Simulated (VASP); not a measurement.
A run of VASP 6.6.1:

The input INCAR:

```
  PREC = Accurate
  ENCUT = 520
  EDIFF = 1E-6
  ISMEAR = 0
  SIGMA = 0.1
  LREAL = F
  LASPH = T
  NELM = 80
  ALGO = Normal
  ISIF = 2
  LWAVE = F
  LCHARG = F
  LDIPOL = T
  IDIPOL = 3
  DIPOL = 0.5 0.5 0.381
  GGA = PE
  IVDW = 12
  NBANDS = 36
```

KPOINTS

```
Automatic mesh
0
Gamma
  9 9 1
```

File POSCAR:

```
Ge
1.0
    4.0226895460      0.0000000000      0.0000000000
   -2.0113447730      3.4837513384      0.0000000000
    0.0000000000      0.0000000000     18.8685220369
Ge
4
Direct
    0.3333333333      0.6666666667      0.2747571330
    0.6666666667      0.3333333333      0.2384924474
    0.0000000000      1.0000000000      0.5240750716
    0.3333333333      0.6666666667      0.4878103860
```

Potentials or basis: VASP PAW PBE potentials, release 64 (Ge_d).

The run is started by

```sh
$ cat potpaw_PBE.64/Ge_d/POTCAR > POTCAR
$ mpirun -np 1 vasp_std > vasp.out
```

Hardware: 1 thread of Intel(R) Xeon(R) 6975P-C (Granite Rapids), with other jobs on the host.

Q: Estimate the wall time of this run.

A: It took 93 s on 1 thread of Intel(R) Xeon(R) 6975P-C (Granite Rapids), on a shared host, peak memory 0.38 GiB. Counts: scf iterations 21, k points 12.
